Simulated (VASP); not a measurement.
# Ta (Pm-3m) in VASP: a series of runs

Runs on Ta. Level: PBEsol. Tasks: single point, relaxation of cell and atoms.

Program: VASP 6.6.1. These are calculated values, not measurements. Logs are shortened: lines on timing, memory, paths and dates and some standing lists are left out, and cuts for length are marked.

**1. The cell of the first run**

The structure is cubic, space group Pm-3m (No. 221). The conventional cell has a = 2.743 Å, b = 2.743 Å, c = 2.743 Å, α = 90.00°, β = 90.00°, γ = 90.00°. Ta (site symmetry m-3m) has 6 Ta at 2.74 Å within 3.6 Å.

**2. Single point, PBEsol (volume scaled by 1.04)**

Input file INCAR:

```
ALGO = Normal
EDIFF = 1E-7
ENCUT = 520
GGA = PS
ISIF = 2
ISMEAR = -1
LASPH = T
LCHARG = T
LELF = T
LREAL = F
LVHAR = T
LWAVE = F
NBANDS = 12
NELM = 100
PREC = Accurate
SIGMA = 0.1
```

Input file KPOINTS:

```
k-points
0
Gamma
  13 13 13
```

Input file POSCAR:

```
Ta
1.0
    2.7432690120      0.0000000000      0.0000000000
    0.0000000000      2.7432690120      0.0000000000
    0.0000000000      0.0000000000      2.7432690120
Ta
1
Direct
    0.0000000000      0.0000000000      0.0000000000
```

Potentials or basis: VASP PAW PBE potentials, release 64 (Ta_pv).

Launch:

```console
cat potpaw_PBE.64/Ta_pv/POTCAR > POTCAR
mpirun -np 1 vasp_std > vasp.out
```

OUTCAR:

```text
EDIFF = 1E-7
   ENCUT = 520
   GGA = PS
   ISIF = 2
   ISMEAR = -1
   LASPH = T
   LREAL = F
   NELM = 100
   PREC = Accurate

 ion  position               nearest neighbor table
   1  0.000  0.000  0.000-

  LATTYP: Found a simple cubic cell.
 ALAT       =     2.7432690120

  Lattice vectors:

 A1 = (   2.7432690120,   0.0000000000,   0.0000000000)
 A2 = (   0.0000000000,   2.7432690120,   0.0000000000)
 A3 = (   0.0000000000,   0.0000000000,   2.7432690120)

Analysis of symmetry for initial positions (statically):
=====================================================================
 Subroutine PRICEL returns:
 Original cell was already a primitive cell.

 Routine SETGRP: Setting up the symmetry group for a
 simple cubic supercell.

 Subroutine GETGRP returns: Found 48 space group operations
 (whereof 48 operations were pure point group operations)
 out of a pool of 48 trial point group operations.

The static configuration has the point symmetry O_h .

Analysis of symmetry for dynamics (positions and initial velocities):
=====================================================================
 Subroutine PRICEL returns:
 Original cell was already a primitive cell.

 Routine SETGRP: Setting up the symmetry group for a
 simple cubic supercell.

 Subroutine GETGRP returns: Found 48 space group operations
 (whereof 48 operations were pure point group operations)
 out of a pool of 48 trial point group operations.

The dynamic configuration has the point symmetry O_h .

 Subroutine INISYM returns: Found 48 space group operations
 (whereof 48 operations are pure point group operations),
 and found     1 'primitive' translations

----------------------------------------------------------------------------------------

                                     Primitive cell

  volume of cell :      20.6445

  direct lattice vectors                    reciprocal lattice vectors
     2.743269012  0.000000000  0.000000000     0.364528595  0.000000000  0.000000000
     0.000000000  2.743269012  0.000000000     0.000000000  0.364528595  0.000000000
     0.000000000  0.000000000  2.743269012     0.000000000  0.000000000  0.364528595

  length of vectors
     2.743269012  2.743269012  2.743269012     0.364528595  0.364528595  0.364528595

  position of ions in fractional coordinates (direct lattice)
     0.000000000  0.000000000  0.000000000

  ion indices of the primitive-cell ions
   primitive index   ion index
                 1           1

----------------------------------------------------------------------------------------

 KPOINTS: k-points

Automatic generation of k-mesh.
 Grid dimensions read from file:
 generate k-points for:   13   13   13

 Generating k-lattice:

  Cartesian coordinates                     Fractional coordinates (reciprocal lattice)
     0.028040661  0.000000000  0.000000000     0.076923077  0.000000000  0.000000000
     0.000000000  0.028040661  0.000000000     0.000000000  0.076923077  0.000000000
     0.000000000  0.000000000  0.028040661     0.000000000  0.000000000  0.076923077

  Length of vectors
     0.028040661  0.028040661  0.028040661

  Shift w.r.t. Gamma in fractional coordinates (k-lattice)
     0.000000000  0.000000000  0.000000000

 Subroutine IBZKPT returns following result:
 ===========================================

 Found     84 irreducible k-points:

 Following reciprocal coordinates:
            Coordinates               Weight
  0.000000  0.000000  0.000000      1.000000
  0.076923  0.000000  0.000000      6.000000
  0.153846  0.000000  0.000000      6.000000
  0.230769  0.000000  0.000000      6.000000
  0.307692  0.000000  0.000000      6.000000
  0.384615  0.000000  0.000000      6.000000
[... 16 lines left out ...]
  0.307692  0.307692  0.000000     12.000000
  0.384615  0.307692  0.000000     24.000000
 [... further k-points ...]
   k-points           NKPTS =     84   k-points in BZ     NKDIM =     84   number of bands    NBANDS=     12
   number of dos      NEDOS =    301   number of ions     NIONS =      1
   total plane-waves  NPLWV =   8000
   dimension x,y,z NGX =    20 NGY =   20 NGZ =   20
   dimension x,y,z NGXF=    40 NGYF=   40 NGZF=   40
   ions per type =               1
   NGX,Y,Z   is equivalent  to a cutoff of  12.12, 12.12, 12.12 a.u.
   NGXF,Y,Z  is equivalent  to a cutoff of  24.24, 24.24, 24.24 a.u.
 SYSTEM =  unknown system
   PREC   = accura    normal or accurate (medium, high low for compatibility)
   ISTART =      0    job   : 0-new  1-cont  2-samecut
   ICHARG =      2    charge: 1-file 2-atom 10-const
   ISPIN  =      1    spin polarized calculation?
   LNONCOLLINEAR =      F non collinear calculations
   LSORBIT =      F    spin-orbit coupling
   LASPH  =      T    aspherical Exc in radial PAW
   ENCUT  =  520.0 eV  38.22 Ry    6.18 a.u.   5.10  5.10  5.10*2*pi/ulx,y,z
   NELM   =    100;   NELMIN=  2; NELMDL= -5     # of ELM steps
   EDIFF  = 0.1E-06   stopping-criterion for ELM
   LREAL  =      F    real-space projection
   EDIFFG = 0.1E-05   stopping-criterion for IOM
   NSW    =      0    number of steps for IOM
   IBRION =     -1    ionic relax: 0-MD 1-quasi-New 2-CG
   NFREE  =      0    steps in history (QN), initial steepest desc. (CG)
   ISIF   =      2    stress and relaxation
   ISYM   =      2    0-nonsym 1-usesym 2-fastsym
   POTIM  = 0.5000    time-step for ionic-motion
   TEBEG  =    0.0;   TEEND  =   0.0 temperature during run
   PSTRESS=    0.0 pullay stress
   NELECT =      11.0000    total number of electrons
   NUPDOWN=      -1.0000    fix difference up-down
   EMIN   =  10.00;   EMAX   =-10.00  energy-range for DOS
   EFERMI =   0.00;   METHOD = LEGACY
   ISMEAR =    -1;   SIGMA  =   0.10  broadening in eV -4-tet -1-fermi 0-gaus
   EFERMI_NEDOS =   21; number of points for ismear=-14 and -15
   IALGO  =     38    algorithm
   IMIX   =      4    mixing-type and parameters
     AMIX     =   0.40;   BMIX     =  1.00
     AMIX_MAG =   1.60;   BMIX_MAG =  1.00
  volume/ion in A,a.u.               =      20.64       139.32
  Fermi-wavevector in a.u.,A,eV,Ry     =   1.327203  2.508050 23.966222  1.761468
  Thomas-Fermi vector in A             =   2.456533
   LORBIT       =      0    0 simple, 1 ext, 2 COOP (PROOUT), +10 PAW based schemes
   GGA     = PS    functional components
   LHFCALC =     F    Hartree Fock is set to
   AEXX    =    0.0000 exact exchange contribution
   IVDW    =     0    specifies the selected vdW correction
   LEPSILON=     F    determine dielectric tensor
   LRPA    =     F    only Hartree local field effects (RPA)
 non-spin polarized calculation
  energy-cutoff  :      520.00
  volume of cell :       20.64
 maximum number of plane-waves:       587
   NGX = 11   NGY = 11   NGZ = 11

 number of electron      11.0000007 magnetization

 Free energy of the ion-electron system (eV)
  ---------------------------------------------------
  ext. energy  EPLUGINS =         0.00000000
  ---------------------------------------------------
  free energy    TOTEN  =       -11.40271083 eV

  energy without entropy =      -11.37145427  energy(sigma->0) =      -11.38708255

 E-fermi :   4.2969     XC(G=0): -11.9311

 val. band max:        4.2894471218   @ k =   0.2308   0.2308   0.1538
 cond. band min:       4.3029459171   @ k =   0.4615   0.0000   0.0000
 fundamental gap:      0.0134987953
 Fermi energy:         4.2969312000

 k-point     1 :       0.0000    0.0000    0.0000
  band No.  band energies     occupation
      1     -29.1017      2.00000
      2     -29.1017      2.00000
      3     -29.1017      2.00000
      4      -2.9732      2.00000
      5       1.7023      2.00000
      6       1.7023      2.00000
      7      10.3849      0.00000
      8      10.3849      0.00000
      9      10.3849      0.00000
     10      18.5915      0.00000
     11      18.7519      0.00000
     12      18.7519      0.00000

 k-point     2 :       0.0769    0.0000    0.0000
  band No.  band energies     occupation
      1     -29.1745      2.00000
      2     -29.0956      2.00000
      3     -29.0956      2.00000
      4      -2.7947      2.00000
      5       1.7508      2.00000
      6       1.8837      2.00000
      7      10.0599      0.00000
      8      10.0599      0.00000
      9      10.4070      0.00000
     10      17.8007      0.00000
     11      18.6030      0.00000
     12      19.1662      0.00000

 k-point     3 :       0.1538    0.0000    0.0000
  band No.  band energies     occupation
      1     -29.3725      2.00000
      2     -29.0788      2.00000
      3     -29.0788      2.00000
      4      -2.3015      2.00000
      5       1.8886      2.00000
      6       2.4052      2.00000
      7       9.2844      0.00000
      8       9.2844      0.00000
      9      10.4685      0.00000
     10      16.0980      0.00000
     11      18.6019      0.00000
     12      20.1945      0.00000

 k-point     4 :       0.2308    0.0000    0.0000
  band No.  band energies     occupation
      1     -29.6426      2.00000
      2     -29.0550      2.00000
      3     -29.0550      2.00000
      4      -1.5983      2.00000
      5       2.0919      2.00000
      6       3.1634      1.99998
      7       8.3893      0.00000
      8       8.3893      0.00000
      9      10.5566      0.00000
     10      14.5842      0.00000
     11      18.6019      0.00000
     12      21.4744      0.00000

 k-point     5 :       0.3077    0.0000    0.0000
  band No.  band energies     occupation
      1     -29.9189      2.00000
      2     -29.0296      2.00000
      3     -29.0296      2.00000
      4      -0.8074      2.00000
      5       2.3211      2.00000
      6       3.9000      1.96294
      7       7.5940      0.00000
      8       7.5940      0.00000
      9      10.6522      0.00000
     10      13.6970      0.00000
     11      18.6020      0.00000
     12      20.0174      0.00000
[... 228 lines left out ...]
      1     -30.0731      2.00000
      2     -29.5262      2.00000
      3     -28.9637      2.00000
      4       1.0523      2.00000
      5       2.6376      2.00000
      6       4.6100      0.08368
      7       7.3207      0.00000
      8       7.3500      0.00000
      9       8.9822      0.00000
     10      14.4189      0.00000
     11      18.5142      0.00000
     12      18.8467      0.00000

 k-point    22 :       0.4615    0.2308    0.0000
  band No.  band energies     occupation
      1     -30.1930      2.00000
      2     -29.5114      2.00000
      3     -28.9519      2.00000
      4       1.6384      2.00000
      5       2.2294      2.00000
      6       4.5415      0.15944
      7       7.0316      0.00000
      8       8.0504      0.00000
      9       9.0484      0.00000
     10      14.1759      0.00000
     11      18.5809      0.00000
     12      19.8837      0.00000

 k-point    23 :       0.3077    0.3077    0.0000
  band No.  band energies     occupation
      1     -29.8358      2.00000
      2     -29.8058      2.00000
      3     -28.9598      2.00000
      4       0.8883      2.00000
      5       2.5833      2.00000
      6       5.8791      0.00000
      7       6.3708      0.00000
      8       7.8957      0.00000
      9       8.2546      0.00000
     10      15.1830      0.00000
     11      17.1488      0.00000
     12      18.6222      0.00000

 k-point    24 :       0.3846    0.3077    0.0000
  band No.  band energies     occupation
      1     -30.0364      2.00000
      2     -29.7915      2.00000
      3     -28.9394      2.00000
      4       1.1908      2.00000
      5       2.3470      2.00000
      6       6.1070      0.00000
      7       7.4929      0.00000
      8       7.5636      0.00000
      9       8.2423      0.00000
     10      14.4541      0.00000
     11      17.7353      0.00000
     12      18.6384      0.00000

 [... further k-points ...]

------------------------ aborting loop because EDIFF is reached ----------------------------------------

  FORCE on cell =-STRESS in cart. coord.  units (eV):
  Direction    XX          YY          ZZ          XY          YZ          ZX
  --------------------------------------------------------------------------------------
  -------------------------------------------------------------------------------------
  Total       -0.7219033     -0.7219033     -0.7219033      0.0000000      0.0000000     -0.0000000
  in kB      -56.0253274    -56.0253274    -56.0253274      0.0000000      0.0000000     -0.0000000
  external PRESSURE =     -56.0253274 kB  Pullay stress =       0.0000000 kB

 VOLUME and BASIS-vectors are now :
 -----------------------------------------------------------------------------
  energy-cutoff  :      520.00
  volume of cell :       20.64
      direct lattice vectors                 reciprocal lattice vectors
     2.743269012  0.000000000  0.000000000     0.364528595  0.000000000  0.000000000
     0.000000000  2.743269012  0.000000000     0.000000000  0.364528595  0.000000000
     0.000000000  0.000000000  2.743269012     0.000000000  0.000000000  0.364528595

 POSITION                                       TOTAL-FORCE (eV/Angst)
 -----------------------------------------------------------------------------------
      0.00000      0.00000      0.00000         0.000000      0.000000      0.000000
 -----------------------------------------------------------------------------------
    total drift:                                0.000000      0.000000      0.000000

  FREE ENERGIE OF THE ION-ELECTRON SYSTEM (eV)
  ---------------------------------------------------
  free  energy   TOTEN  =       -11.4027108328 eV

  energy  without entropy=      -11.3714542695  energy(sigma->0) =      -11.38708255
```

Run time: 8.1 s. Hardware: 1 thread of Intel Xeon Platinum 8488C (Sapphire Rapids), shared host; peak memory 0.13 GiB.

What came out:

| Property | Result |
| --- | --- |
| Free energy | -11.4027 eV |
| Pressure | -5.6 GPa |

Caveat: the cell differs from its parent crystal (volume scaled by 1.04); the PAW data sets were made with another functional, which shifts forces and pressure a little; spin-orbit coupling is left out, which moves the levels of the heavy elements.

**3. Single point, PBEsol (volume scaled by 1.12)**

Input file INCAR:

```
PREC     = Accurate       # precision mode
ENCUT    = 520            # plane-wave cutoff, eV
EDIFF    = 1E-7           # SCF threshold, eV
ISMEAR   = -1             # smearing method
SIGMA    = 0.1            # smearing width, eV
LREAL    = F              # projectors in reciprocal space
LASPH    = T              # aspherical terms in the spheres
NELM     = 60             # most SCF steps
ALGO     = Normal         # electronic algorithm
ISIF     = 2              # what is computed and relaxed
LWAVE    = F              # write WAVECAR
LCHARG   = F              # write CHGCAR
GGA      = PS             # functional
NBANDS   = 12             # bands
```

Input file KPOINTS:

```
regular mesh
0
Gamma
  13 13 13
```

Input file POSCAR:

```
Ta
1.0
    2.8118789819      0.0000000000      0.0000000000
    0.0000000000      2.8118789819      0.0000000000
    0.0000000000      0.0000000000      2.8118789819
Ta
1
Direct
    0.0000000000      0.0000000000      0.0000000000
```

Potentials or basis: VASP PAW PBE potentials, release 64 (Ta_pv).

Launch:

```console
cat potpaw_PBE.64/Ta_pv/POTCAR > POTCAR
mpirun -np 1 vasp_std > vasp.out
```

Run time: 9.2 s. Hardware: 1 thread of Intel Xeon Platinum 8488C (Sapphire Rapids), shared host; peak memory 0.15 GiB.

It converged, with:

| Property | Result |
| --- | --- |
| Free energy | -11.3029 eV |
| Pressure | -14.1 GPa |

Levels at points of the mesh, in eV from the Fermi level:
| k point | band 4 | band 5 | band 6 | band 7 | band 8 | band 9 |
| --- | --- | --- | --- | --- | --- | --- |
| (0.00, 0.00, 0.00) | -7.00 | -2.35 | -2.35 | 5.55 | 5.55 | 5.55 |

Caveat: the cell differs from its parent crystal (volume scaled by 1.12); the PAW data sets were made with another functional, which shifts forces and pressure a little; spin-orbit coupling is left out, which moves the levels of the heavy elements.

**4. Relaxation of cell and atoms, PBEsol**

This run uses another cell than the first one, of 19.51 Å³/atom, 0.945 times its volume.

Input file INCAR:

```
SYSTEM = Ta
PREC = Accurate
ENCUT = 600
EDIFF = 1E-6
ISMEAR = -1
SIGMA = 0.1
LREAL = .False.
LASPH = .True.
NELM = 60
ALGO = Normal
ISIF = 3
LWAVE = .False.
LCHARG = .False.
GGA = PS
IBRION = 2
NSW = 80
EDIFFG = -0.01
```

Input file KPOINTS:

```
Automatic mesh
0
Gamma
  12 12 12
  0 0 0
```

Input file POSCAR:

```
Ta
1.0
    2.6919965271      0.0000000000      0.0000000000
    0.0000000000      2.6919965271      0.0000000000
    0.0000000000      0.0000000000      2.6919965271
Ta
1
Direct
    0.0000000000      0.0000000000      0.0000000000
```

Launch:

```console
cat potpaw_PBE.64/Ta_pv/POTCAR > POTCAR
mpirun -np 1 vasp_std > vasp.out
```

Wall time 14 s (1 thread of Intel Xeon Platinum 8488C (Sapphire Rapids), shared host); peak memory 0.16 GiB.

The run converged. Its results:

```yaml
Free_energy: -11.4302 eV
Relaxed_volume: 19.88 Å³/atom
Relaxed_cell: a = 2.709 Å, b = 2.709 Å, c = 2.709 Å, α = 90.00°, β = 90.00°, γ = 90.00°
Space_group_after_relaxing_to_0.05_Å: Pm-3m (No. 221)
Energy_gained_by_relaxing: 3.5 meV/atom
Ionic_steps: 3
Pressure_after_relaxing: 0.0 GPa
```

The path:
```tsv
step	energy change (eV)	largest force (eV/Å)	pressure (GPa)	volume (Å³)
1	0.0000	0.0000	3.06	19.51
2	0.0081	0.0000	-5.11	20.58
3	-0.0035	0.0000	-0.02	19.88
```

Final structure:
```xyz
1
Lattice="2.7090 0.0000 0.0000 0.0000 2.7090 0.0000 0.0000 0.0000 2.7090" Properties=species:S:1:pos:R:3 pbc="T T T"
Ta    0.0000    0.0000    0.0000
```

Levels at points of the mesh, in eV from the Fermi level:
```
           k point  band 4  band 5  band 6  band 7  band 8  band 9
(0.00, 0.00, 0.00)   -7.38   -2.69   -2.69    6.41    6.41    6.41
(0.50, 0.00, 0.00)   -3.81   -1.69    0.07    2.48    2.48    6.84
(0.50, 0.50, 0.00)   -4.14   -1.40    3.30    3.30    5.36    5.36
(0.50, 0.50, 0.50)   -2.43   -2.43   -2.43    7.63    9.40    9.40
```

Caveat: the PAW data sets were made with another functional, which shifts forces and pressure a little; spin-orbit coupling is left out, which moves the levels of the heavy elements.

**5. Summary**

```tsv
task	cell	k mesh	cutoff (eV)	gap on the mesh (eV)	pressure (GPa)
single point	a = 2.743 Å, 1 atom	13 × 13 × 13	520	none	-5.6
single point	a = 2.812 Å, 1 atom	13 × 13 × 13	520	none	-14.1
relaxation of cell and atoms	relaxed from a = 2.692 Å, 1 atom	12 × 12 × 12	600	none	0.0
```

Alike in all rows: level PBEsol; potentials or basis VASP PAW PBE potentials, release 64 (Ta_pv); no spin polarisation; smearing fermi-dirac 0.1 eV.

Caveats: the PAW data sets were made with another functional, which shifts forces and pressure a little; spin-orbit coupling is left out, which moves the levels of the heavy elements.

Absolute energies hang on the potentials; compare differences alone.
